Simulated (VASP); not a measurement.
DyC3:

```
Dy C
1.0
     4.39297    0.00000    0.00000
     0.00000    3.30445    2.51480
     0.00000   -3.30445    2.51480
Dy C
1 3
Direct
  0.00000 0.17081 0.17081
  0.00000 0.13519 0.70600
  0.00000 0.70600 0.13519
  0.50000 0.04329 0.04329
```

The cell was generated, and may not be a known phase.

```yaml
Program: VASP 6.6.1
Task: relaxation of cell and atoms
Functional: PBE
Potentials_or_basis: VASP PAW PBE potentials, release 64 (Dy_3, C), 4f in core
Cutoff: 600 eV
k_mesh: 5 × 5 × 5
Occupations: gaussian, width 0.2 eV
Spin: no spin polarisation
```

At the start: pressure 16.2 GPa; volume 18.25 Å³/atom.

Question: Where does the relaxation end?

Answer: Over 34 steps the energy falls by 2235.8 meV/atom and the volume is 11.04 Å³/atom (-39.5 %); space group Amm2 (No. 38, to 0.1 Å) before, Cmmm (No. 65, to 0.1 Å).

Step by step:
```
step  energy change (eV)  largest force (eV/Å)  pressure (GPa)  volume (Å³)
   1              0.0000                8.8382           16.22        73.01
   2             -0.6315                3.6376           -6.06        93.46
   3             -1.7668                2.7395            0.61        81.74
   4             -1.7714                2.6513            0.90        81.46
   5             -2.5530                1.4561           -5.85        85.53
   6             -2.5933                1.5252           -6.90        86.37
   7             -3.2142                2.3731           -4.52        77.51
   8             -3.7103                7.5849            6.83        62.87
   9             -3.8543                7.7548            6.90        61.73
  10             -4.2823                8.1667            7.40        58.38
  11             -5.0239                8.7801           11.03        51.98
  12             -5.0596                8.4418           44.87        40.34
  13             -5.2535               10.3512           21.52        46.61
  14             -5.3388               10.3376           30.27        43.41
  15             -5.9991                5.7187           28.39        42.05
  16             -6.0668                3.4038           30.25        41.42
  17             -6.5159                2.8880           21.01        42.58
  18             -7.2687                1.6585            0.64        46.12
  19             -7.0819                1.6977          -19.74        53.53
  20             -7.3998                1.3000          -11.01        49.35
  21             -7.4069                1.2577           -9.39        48.80
  22             -7.5479                1.2505           -8.91        48.18
  23             -7.9221                1.0855           -6.51        46.29
  24             -8.3100                1.3562            4.39        42.41
  25             -8.5082                1.6219            5.01        42.09
  26             -8.7299                0.7946           14.26        40.97
  27             -8.7563                1.0468           10.26        41.31
  28             -8.7577                0.9409           11.10        41.23
  29             -8.8542                0.6499            6.20        42.36
  30             -8.9205                0.3164           -2.53        44.92
  31             -8.9221                0.3478           -1.52        44.58
  32             -8.9309                0.2984           -0.84        44.42
  33             -8.9392                0.1458            1.13        44.03
  34             -8.9431                0.0718            0.25        44.17
```

Final structure:
```xyz
4
Lattice="2.6039 0.0000 0.0000 0.0000 3.4848 2.4341 0.0000 -3.4848 2.4341" Properties=species:S:1:pos:R:3 pbc="T T T"
Dy    0.0000    0.0000    1.8850
C     0.0000   -2.5512    1.8836
C     0.0000    2.5512    1.8836
C     1.3019    0.0000    4.3534
```

Caveat: the volume moved by over 15 % at a fixed basis, so the end points are rough; an odd number of electrons without spin polarisation forces a metal; a magnetic or distorted state may lie lower; the relaxation stopped at a loose force limit of 0.08 eV/Å, so its end isn't a converged minimum.
